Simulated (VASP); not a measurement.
# BaTiO3 (P4mm) in VASP: further runs

The runs below take BaTiO3 through single point, with PBE+U.

All numbers are computed with VASP 6.6.1; they aren't measurements. Logs are shortened: lines on timing, memory, paths and dates and some standing lists are left out, and cuts for length are marked.

## Step 1: The cell of the first run

The structure is tetragonal, space group P4mm (No. 99). The conventional cell has a = 3.962 Å, b = 3.962 Å, c = 3.962 Å, α = 90.00°, β = 90.00°, γ = 90.00°. Within 3.7 Å of Ba (site symmetry 4mm) lie 12 O at 2.78 to 2.82 Å and 8 Ti at 3.41 to 3.45 Å. Within 2.5 Å of Ti (site symmetry 4mm) lie 6 O at 1.89 to 2.07 Å. Within 2.5 Å of O (site symmetry 4mm) lie 2 Ti at 1.89 to 2.07 Å. O (site symmetry 2mm) has 2 Ti at 1.98 Å within 2.6 Å.

## Step 2: Single point, PBE+U (atoms displaced along a vibrational mode, the cell strained)

File INCAR:

```
PREC = Accurate ; ENCUT = 520
EDIFF = 1E-6 ; ISMEAR = 0
SIGMA = 0.05 ; LREAL = F
LASPH = T ; NELM = 150
ALGO = Normal ; ISIF = 2
LWAVE = F ; LCHARG = T
LMAXMIX = 4 ; LDAU = T
LDAUTYPE = 2 ; LDAUL = -1 2 -1
LDAUU = 0 4 0 ; LDAUJ = 0 0 0
LDAUPRINT = 1 ; GGA = PE
LELF = T ; LVHAR = T
NBANDS = 28
```

File KPOINTS:

```
Automatic mesh
0
Gamma
  8 8 8
```

File POSCAR:

```
BaTiO3
1.0
    3.9615697246      0.0000000000      0.0000000000
    0.0000000000      3.9615697246      0.0000000000
    0.0000000000      0.0000000000      3.9615697246
Ba Ti O
1 1 3
Direct
    0.5002289314      0.5000000000      0.5000000000
    0.0084728830      0.0000000000      0.0000000000
    0.4862243621      0.0000000000      0.0000000000
   -0.0067695954      0.5000000000      0.0000000000
   -0.0067695954      0.0000000000      0.5000000000
```

Potentials or basis: VASP PAW PBE potentials, release 64 (Ba_sv, Ti_sv, O).

Run with:

```
cat potpaw_PBE.64/Ba_sv/POTCAR potpaw_PBE.64/Ti_sv/POTCAR potpaw_PBE.64/O/POTCAR > POTCAR
mpirun -np 1 vasp_std > vasp.out
```

OUTCAR:

```text
PREC = Accurate
   ENCUT = 520
   EDIFF = 1E-6
   ISMEAR = 0
   LREAL = F
   LASPH = T
   NELM = 150
   ISIF = 2
   GGA = PE

 ion  position               nearest neighbor table
   1  0.500  0.500  0.500-   4 2.78   5 2.78   4 2.78   5 2.78   3 2.80   3 2.80   3 2.80   3 2.80
                             4 2.82   5 2.82   4 2.82   5 2.82   2 3.41   2 3.41   2 3.41   2 3.41
   2  0.008  0.000  0.000-   3 1.89   4 1.98   5 1.98   5 1.98   4 1.98   3 2.07   1 3.41   1 3.41
                             1 3.41   1 3.41   1 3.45   1 3.45   1 3.45   1 3.45
   3  0.486  0.000  0.000-   2 1.89   2 2.07   1 2.80   1 2.80   1 2.80   1 2.80
   4  0.993  0.500  0.000-   2 1.98   2 1.98   1 2.78   1 2.78   1 2.82   1 2.82
   5  0.993  0.000  0.500-   2 1.98   2 1.98   1 2.78   1 2.78   1 2.82   1 2.82

  LATTYP: Found a simple cubic cell.
 ALAT       =     3.9615697246

  Lattice vectors:

 A1 = (   3.9615697246,   0.0000000000,   0.0000000000)
 A2 = (   0.0000000000,   3.9615697246,   0.0000000000)
 A3 = (   0.0000000000,   0.0000000000,   3.9615697246)

Analysis of symmetry for initial positions (statically):
=====================================================================
 Subroutine PRICEL returns:
 Original cell was already a primitive cell.

 Routine SETGRP: Setting up the symmetry group for a
 simple cubic supercell.

 Subroutine GETGRP returns: Found  8 space group operations
 (whereof  8 operations were pure point group operations)
 out of a pool of 48 trial point group operations.

The static configuration has the point symmetry C_4v.

Analysis of symmetry for dynamics (positions and initial velocities):
=====================================================================
 Subroutine PRICEL returns:
 Original cell was already a primitive cell.

 Routine SETGRP: Setting up the symmetry group for a
 simple cubic supercell.

 Subroutine GETGRP returns: Found  8 space group operations
 (whereof  8 operations were pure point group operations)
 out of a pool of 48 trial point group operations.

The dynamic configuration has the point symmetry C_4v.

 Subroutine INISYM returns: Found  8 space group operations
 (whereof  8 operations are pure point group operations),
 and found     1 'primitive' translations

----------------------------------------------------------------------------------------

                                     Primitive cell

  volume of cell :      62.1730

  direct lattice vectors                    reciprocal lattice vectors
     3.961569725  0.000000000  0.000000000     0.252425192  0.000000000  0.000000000
     0.000000000  3.961569725  0.000000000     0.000000000  0.252425192  0.000000000
     0.000000000  0.000000000  3.961569725     0.000000000  0.000000000  0.252425192

  length of vectors
     3.961569725  3.961569725  3.961569725     0.252425192  0.252425192  0.252425192

  position of ions in fractional coordinates (direct lattice)
     0.500228931  0.500000000  0.500000000
     0.008472883  0.000000000  0.000000000
     0.486224362  0.000000000  0.000000000
     0.993230405  0.500000000  0.000000000
     0.993230405  0.000000000  0.500000000

  ion indices of the primitive-cell ions
   primitive index   ion index
                 1           1
                 2           2
                 3           3
                 4           4
                 5           5

----------------------------------------------------------------------------------------

 KPOINTS: Automatic mesh

Automatic generation of k-mesh.
 Grid dimensions read from file:
 generate k-points for:    8    8    8

 Generating k-lattice:

  Cartesian coordinates                     Fractional coordinates (reciprocal lattice)
     0.031553149  0.000000000  0.000000000     0.125000000  0.000000000  0.000000000
     0.000000000  0.031553149  0.000000000     0.000000000  0.125000000  0.000000000
     0.000000000  0.000000000  0.031553149     0.000000000  0.000000000  0.125000000

  Length of vectors
     0.031553149  0.031553149  0.031553149

  Shift w.r.t. Gamma in fractional coordinates (k-lattice)
     0.000000000  0.000000000  0.000000000

 Subroutine IBZKPT returns following result:
 ===========================================

 Found     75 irreducible k-points:

 Following reciprocal coordinates:
            Coordinates               Weight
  0.000000  0.000000  0.000000      1.000000
  0.125000  0.000000  0.000000      2.000000
  0.000000  0.125000  0.000000      4.000000
  0.250000  0.000000  0.000000      2.000000
  0.000000  0.250000  0.000000      4.000000
  0.375000  0.000000  0.000000      2.000000
[... 16 lines left out ...]
  0.375000  0.250000  0.000000      8.000000
  0.000000  0.375000  0.250000      8.000000
 [... further k-points ...]
   k-points           NKPTS =     75   k-points in BZ     NKDIM =     75   number of bands    NBANDS=     28
   number of dos      NEDOS =    301   number of ions     NIONS =      5
   total plane-waves  NPLWV =  27000
   dimension x,y,z NGX =    30 NGY =   30 NGZ =   30
   dimension x,y,z NGXF=    60 NGYF=   60 NGZF=   60
   ions per type =               1   1   3
   NGX,Y,Z   is equivalent  to a cutoff of  12.59, 12.59, 12.59 a.u.
   NGXF,Y,Z  is equivalent  to a cutoff of  25.18, 25.18, 25.18 a.u.
 SYSTEM =  unknown system
   PREC   = accura    normal or accurate (medium, high low for compatibility)
   ISTART =      0    job   : 0-new  1-cont  2-samecut
   ICHARG =      2    charge: 1-file 2-atom 10-const
   ISPIN  =      1    spin polarized calculation?
   LNONCOLLINEAR =      F non collinear calculations
   LSORBIT =      F    spin-orbit coupling
   LASPH  =      T    aspherical Exc in radial PAW
   ENCUT  =  520.0 eV  38.22 Ry    6.18 a.u.   7.37  7.37  7.37*2*pi/ulx,y,z
   NELM   =    150;   NELMIN=  2; NELMDL= -5     # of ELM steps
   EDIFF  = 0.1E-05   stopping-criterion for ELM
   LREAL  =      F    real-space projection
   EDIFFG = 0.1E-04   stopping-criterion for IOM
   NSW    =      0    number of steps for IOM
   IBRION =     -1    ionic relax: 0-MD 1-quasi-New 2-CG
   NFREE  =      0    steps in history (QN), initial steepest desc. (CG)
   ISIF   =      2    stress and relaxation
   ISYM   =      2    0-nonsym 1-usesym 2-fastsym
   POTIM  = 0.5000    time-step for ionic-motion
   TEBEG  =    0.0;   TEEND  =   0.0 temperature during run
   PSTRESS=    0.0 pullay stress
   NELECT =      40.0000    total number of electrons
   NUPDOWN=      -1.0000    fix difference up-down
   EMIN   =  10.00;   EMAX   =-10.00  energy-range for DOS
   EFERMI =   0.00;   METHOD = LEGACY
   ISMEAR =     0;   SIGMA  =   0.05  broadening in eV -4-tet -1-fermi 0-gaus
   EFERMI_NEDOS =   21; number of points for ismear=-14 and -15
   IALGO  =     38    algorithm
   IMIX   =      4    mixing-type and parameters
     AMIX     =   0.40;   BMIX     =  1.00
     AMIX_MAG =   1.60;   BMIX_MAG =  1.00
  volume/ion in A,a.u.               =      12.43        83.91
  Fermi-wavevector in a.u.,A,eV,Ry     =   1.413278  2.670708 27.175651  1.997354
  Thomas-Fermi vector in A             =   2.534940
   LORBIT       =      0    0 simple, 1 ext, 2 COOP (PROOUT), +10 PAW based schemes
 LDA+U is selected, type is set to LDAUTYPE =  2
   angular momentum for each species LDAUL =    -1    2   -1
   U (eV)           for each species LDAUU =   0.0  4.0  0.0
   J (eV)           for each species LDAUJ =   0.0  0.0  0.0
   GGA     = PE    functional components
   LHFCALC =     F    Hartree Fock is set to
   AEXX    =    0.0000 exact exchange contribution
   IVDW    =     0    specifies the selected vdW correction
   LEPSILON=     F    determine dielectric tensor
   LRPA    =     F    only Hartree local field effects (RPA)
 non-spin polarized calculation
 Gauss-broadening in eV      SIGMA  =   0.05
  energy-cutoff  :      520.00
  volume of cell :       62.17
 maximum number of plane-waves:      1743
 NGX is ok and might be reduce to    30
   NGX = 15   NGY = 15   NGZ = 15

atom =   2  type =  2  l = 2

 onsite density matrix

spin component  1

  0.1081 -0.0000 -0.0000  0.0000  0.0000
 -0.0000  0.1042  0.0000 -0.0000  0.0000
 -0.0000  0.0000  0.2442 -0.0000 -0.0029
  0.0000 -0.0000 -0.0000  0.1081 -0.0000
  0.0000  0.0000 -0.0029 -0.0000  0.2476

spin component  2

  0.1081 -0.0000 -0.0000  0.0000  0.0000
 -0.0000  0.1042  0.0000 -0.0000  0.0000
 -0.0000  0.0000  0.2442 -0.0000 -0.0029
  0.0000 -0.0000 -0.0000  0.1081 -0.0000
  0.0000  0.0000 -0.0029 -0.0000  0.2476

 occupancies and eigenvectors

  o =  0.1042  v =  0.0000  1.0000 -0.0000 -0.0000  0.0000  0.0000  0.0000  0.0000  0.0000  0.0000      0.0000  0.0000  0.0000  0.0000  0.0000  0.0000  0.0000  0.0000  0.0000  0.0000
  o =  0.1042  v =  0.0000  0.0000  0.0000  0.0000  0.0000  0.0000  1.0000 -0.0000 -0.0000  0.0000      0.0000  0.0000  0.0000  0.0000  0.0000  0.0000  0.0000  0.0000  0.0000  0.0000
  o =  0.1081  v =  0.0000  0.0000  0.0000  0.0000  0.0000  0.0000 -0.0000 -0.0000 -1.0000  0.0000      0.0000  0.0000  0.0000  0.0000  0.0000  0.0000  0.0000  0.0000  0.0000  0.0000
  o =  0.1081  v =  0.0000 -0.0000 -0.0000 -1.0000  0.0000  0.0000  0.0000  0.0000  0.0000  0.0000      0.0000  0.0000  0.0000  0.0000  0.0000  0.0000  0.0000  0.0000  0.0000  0.0000
  o =  0.1081  v =  0.0000  0.0000  0.0000  0.0000  0.0000  1.0000  0.0000  0.0000  0.0000  0.0000      0.0000  0.0000  0.0000  0.0000  0.0000  0.0000  0.0000  0.0000  0.0000  0.0000
  o =  0.1081  v =  1.0000  0.0000  0.0000  0.0000  0.0000  0.0000  0.0000  0.0000  0.0000  0.0000      0.0000  0.0000  0.0000  0.0000  0.0000  0.0000  0.0000  0.0000  0.0000  0.0000
  o =  0.2425  v =  0.0000 -0.0000 -0.8660  0.0000 -0.5000  0.0000  0.0000  0.0000  0.0000  0.0000      0.0000  0.0000  0.0000  0.0000  0.0000  0.0000  0.0000  0.0000  0.0000  0.0000
  o =  0.2425  v =  0.0000  0.0000  0.0000  0.0000  0.0000  0.0000 -0.0000 -0.8660  0.0000 -0.5000      0.0000  0.0000  0.0000  0.0000  0.0000  0.0000  0.0000  0.0000  0.0000  0.0000
  o =  0.2493  v =  0.0000  0.0000  0.0000  0.0000  0.0000  0.0000 -0.0000 -0.5000  0.0000  0.8660      0.0000  0.0000  0.0000  0.0000  0.0000  0.0000  0.0000  0.0000  0.0000  0.0000
  o =  0.2493  v =  0.0000 -0.0000 -0.5000  0.0000  0.8660  0.0000  0.0000  0.0000  0.0000  0.0000      0.0000  0.0000  0.0000  0.0000  0.0000  0.0000  0.0000  0.0000  0.0000  0.0000

 number of electron      39.9999988 magnetization

 Free energy of the ion-electron system (eV)
  ---------------------------------------------------
  ext. energy  EPLUGINS =         0.00000000
  ---------------------------------------------------
  free energy    TOTEN  =       -37.14705868 eV

  energy without entropy =      -37.14705868  energy(sigma->0) =      -37.14705868

 E-fermi :   4.5945     XC(G=0): -11.4275

 val. band max:        4.2309156515   @ k =   0.5000   0.5000   0.5000
 cond. band min:       6.5401727497   @ k =   0.0000   0.0000   0.0000
 fundamental gap:      2.3092570982
 Fermi energy:         4.5944554788

 k-point     1 :       0.0000    0.0000    0.0000
  band No.  band energies     occupation
      1     -53.3157      2.00000
      2     -29.5148      2.00000
      3     -29.4950      2.00000
      4     -29.4950      2.00000
      5     -20.5453      2.00000
      6     -12.8105      2.00000
[... 20 lines left out ...]
     27       9.2717      0.00000
     28      11.8572      0.00000

 k-point     2 :       0.1250    0.0000    0.0000
  band No.  band energies     occupation
      1     -53.3155      2.00000
      2     -29.5226      2.00000
      3     -29.4947      2.00000
      4     -29.4947      2.00000
      5     -20.5250      2.00000
      6     -12.8174      2.00000
[... 20 lines left out ...]
     27       9.5933      0.00000
     28      12.2429      0.00000

 k-point     3 :       0.0000    0.1250    0.0000
  band No.  band energies     occupation
      1     -53.3155      2.00000
      2     -29.5145      2.00000
      3     -29.5028      2.00000
      4     -29.4947      2.00000
      5     -20.5250      2.00000
      6     -12.8255      2.00000
[... 616 lines left out ...]
      3     -29.5191      2.00000
      4     -29.4921      2.00000
      5     -20.3759      2.00000
      6     -12.7751      2.00000
[... 20 lines left out ...]
     27      12.5979      0.00000
     28      13.0533      0.00000

 k-point    24 :       0.0000    0.3750    0.2500
  band No.  band energies     occupation
      1     -53.3142      2.00000
      2     -29.5384      2.00000
      3     -29.5191      2.00000
      4     -29.5119      2.00000
      5     -20.3757      2.00000
      6     -12.8076      2.00000
[... 20 lines left out ...]
     27      12.6009      0.00000
     28      13.0259      0.00000

 [... further k-points ...]

------------------------ aborting loop because EDIFF is reached ----------------------------------------

  FORCE on cell =-STRESS in cart. coord.  units (eV):
  Direction    XX          YY          ZZ          XY          YZ          ZX
  --------------------------------------------------------------------------------------
  -------------------------------------------------------------------------------------
  Total        5.7901017      5.2254307      5.2254307      0.0000000     -0.0000000      0.0000000
  in kB      149.2089467    134.6575674    134.6575674      0.0000000     -0.0000000      0.0000000
  external PRESSURE =     139.5080272 kB  Pullay stress =       0.0000000 kB

 VOLUME and BASIS-vectors are now :
 -----------------------------------------------------------------------------
  energy-cutoff  :      520.00
  volume of cell :       62.17
      direct lattice vectors                 reciprocal lattice vectors
     3.961569725  0.000000000  0.000000000     0.252425192  0.000000000  0.000000000
     0.000000000  3.961569725  0.000000000     0.000000000  0.252425192  0.000000000
     0.000000000  0.000000000  3.961569725     0.000000000  0.000000000  0.252425192

 POSITION                                       TOTAL-FORCE (eV/Angst)
 -----------------------------------------------------------------------------------
      1.98169      1.98078      1.98078        -0.008920      0.000000     -0.000000
      0.03357      0.00000      0.00000        -0.455804     -0.000000     -0.000000
      1.92621      0.00000      0.00000         0.566875     -0.000000      0.000000
      3.93475      1.98078      0.00000        -0.051076     -0.000000     -0.000000
      3.93475      0.00000      1.98078        -0.051076      0.000000      0.000000
 -----------------------------------------------------------------------------------
    total drift:                                0.000240      0.000000     -0.000000

  FREE ENERGIE OF THE ION-ELECTRON SYSTEM (eV)
  ---------------------------------------------------
  free  energy   TOTEN  =       -37.1470586808 eV

  energy  without entropy=      -37.1470586808  energy(sigma->0) =      -37.14705868
```

Wall time 2.4 min (1 thread of Intel Xeon 8259CL, shared host); peak memory 0.27 GiB.

Results:

| Item | Value |
| --- | --- |
| Free energy | -37.1471 eV |
| Pressure | 14.0 GPa |
| Largest force | 0.567 eV/Å |
| Band gap on the k mesh | 2.31 eV (least direct gap 2.53 eV) |

Forces on the atoms (eV/Å):
```
Ba  -0.009  0.000  0.000
Ti  -0.456  0.000  0.000
O    0.567  0.000  0.000
O   -0.051  0.000  0.000
O   -0.051  0.000  0.000
```

Stress tensor (GPa, compression positive):
```
14.92  0.00  0.00
 0.00 13.47  0.00
 0.00  0.00 13.47
```

Levels at points of the mesh, in eV from the valence-band top:
```tsv
k point	band 18	band 19	band 20	band 21	band 22	band 23
(0.00, 0.00, 0.00)	-0.23	-0.23	-0.23	2.31	2.39	2.39
(0.50, 0.00, 0.00)	-1.86	-0.79	-0.79	2.52	4.14	4.14
(0.00, 0.50, 0.00)	-1.72	-0.88	-0.85	2.58	4.10	4.11
(0.50, 0.50, 0.00)	-0.88	-0.87	-0.14	4.13	4.15	4.56
(0.00, 0.50, 0.50)	-0.93	-0.93	-0.10	4.13	4.13	4.57
(0.50, 0.50, 0.50)	-0.04	-0.04	0.00	4.83	4.83	4.83
```

Eigenvalues of the final occupation matrices:
```tsv
site	spin	trace	eigenvalues
site 2 d	1	0.81	0.10 0.11 0.11 0.24 0.25
site 2 d	2	0.81	0.10 0.11 0.11 0.24 0.25
```

Caveat: the cell differs from its parent crystal (atoms displaced along a vibrational mode, the cell strained); the cell stands under pressure; spin-orbit coupling is left out, which moves the levels of the heavy elements.

## Step 3: Single point, PBE+U (atoms displaced along a vibrational mode, the cell strained)

File INCAR:

```
SYSTEM = BaTiO3
PREC = Accurate
ENCUT = 520
EDIFF = 1E-6
ISMEAR = 0
SIGMA = 0.05
LREAL = .False.
LASPH = .True.
NELM = 150
ALGO = Normal
ISIF = 2
LWAVE = .False.
LCHARG = .False.
LMAXMIX = 4
LDAU = .True.
LDAUTYPE = 2
LDAUL = -1 2 -1
LDAUU = 0 4 0
LDAUJ = 0 0 0
LDAUPRINT = 1
GGA = PE
NBANDS = 28
```

File KPOINTS:

```
Automatic mesh
0
Gamma
  8 8 8
  0 0 0
```

File POSCAR:

```
BaTiO3
1.0
    3.9615697246      0.0000000000      0.0000000000
    0.0000000000      3.9615697246      0.0000000000
    0.0000000000      0.0000000000      3.9615697246
Ba Ti O
1 1 3
Direct
    0.5003431908      0.5000000000      0.5000000000
    0.0127016912      0.0000000000      0.0000000000
    0.4793489537      0.0000000000      0.0000000000
   -0.0101482944      0.5000000000      0.0000000000
   -0.0101482944      0.0000000000      0.5000000000
```

Potentials or basis: VASP PAW PBE potentials, release 64 (Ba_sv, Ti_sv, O).

Run with:

```
cat potpaw_PBE.64/Ba_sv/POTCAR potpaw_PBE.64/Ti_sv/POTCAR potpaw_PBE.64/O/POTCAR > POTCAR
mpirun -np 1 vasp_std > vasp.out
```

Wall time 2.5 min (1 thread of Intel Xeon 8259CL, shared host); peak memory 0.27 GiB.

It converged, with:

* Free energy: -37.1169 eV
* Pressure: 14.6 GPa
* Largest force: 0.993 eV/Å
* Band gap on the k mesh: 2.34 eV (least direct gap 2.63 eV)

Forces on the atoms (eV/Å):
```
Ba  -0.008  0.000  0.000
Ti  -0.856  0.000  0.000
O    0.993  0.000  0.000
O   -0.065  0.000  0.000
O   -0.065  0.000  0.000
```

Stress tensor (GPa, compression positive):
```
16.84  0.00  0.00
 0.00 13.53  0.00
 0.00  0.00 13.53
```

Levels at points of the mesh, in eV from the valence-band top:
| k point | band 18 | band 19 | band 20 | band 21 | band 22 | band 23 |
| --- | --- | --- | --- | --- | --- | --- |
| (0.00, 0.00, 0.00) | -0.32 | -0.29 | -0.29 | 2.34 | 2.51 | 2.51 |
| (0.50, 0.00, 0.00) | -1.96 | -0.78 | -0.78 | 2.55 | 4.20 | 4.20 |
| (0.00, 0.50, 0.00) | -1.67 | -0.99 | -0.93 | 2.69 | 4.12 | 4.14 |
| (0.50, 0.50, 0.00) | -0.89 | -0.87 | -0.18 | 4.16 | 4.22 | 4.59 |
| (0.00, 0.50, 0.50) | -1.01 | -1.01 | -0.10 | 4.17 | 4.17 | 4.59 |
| (0.50, 0.50, 0.50) | -0.09 | -0.09 | 0.00 | 4.85 | 4.86 | 4.86 |

Eigenvalues of the final occupation matrices:
```
    site  spin  trace               eigenvalues
site 2 d     1   0.82  0.10 0.11 0.11 0.24 0.26
site 2 d     2   0.82  0.10 0.11 0.11 0.24 0.26
```

Caveat: the cell differs from its parent crystal (atoms displaced along a vibrational mode, the cell strained); the cell stands under pressure; spin-orbit coupling is left out, which moves the levels of the heavy elements. A k mesh can miss the band edges.
